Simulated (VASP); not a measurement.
A run of VASP 6.6.1 is set up as follows.

File INCAR:

```
SYSTEM = PbS
ALGO = Normal
EDIFF = 1E-7
ENCUT = 520
GGA = PE
ISIF = 2
ISMEAR = -1
LASPH = .TRUE.
LCHARG = .FALSE.
LREAL = .FALSE.
LWAVE = .FALSE.
NBANDS = 17
NELM = 60
PREC = Accurate
SIGMA = 0.08
```

KPOINTS

```
k-points
0
G
  12 12 12
  0 0 0
```

POSCAR

```
PbS
1.0
    3.5684092901      0.0000000000      0.0000000000
    0.0000000000      3.5684092901      0.0000000000
    0.0000000000      0.0000000000      3.5684092901
Pb S
1 1
Direct
    0.0000000000      0.0000000000      0.0000000000
    0.5000000000      0.5000000000      0.5000000000
```

Potentials or basis: VASP PAW PBE potentials, release 64 (Pb_d, S).

Launch:

```sh
$ cat potpaw_PBE.64/Pb_d/POTCAR potpaw_PBE.64/S/POTCAR > POTCAR
$ mpirun -np 1 vasp_std > vasp.out
```

Q: Predict the band gap on the k mesh.

A: Zero (band 10 reaches 7.03 eV, above the bottom of band 11 at 6.29 eV).

Q: Estimate the pressure.

A: 4.4 GPa.

Caveat: spin-orbit coupling is left out, which moves the levels of the heavy elements.
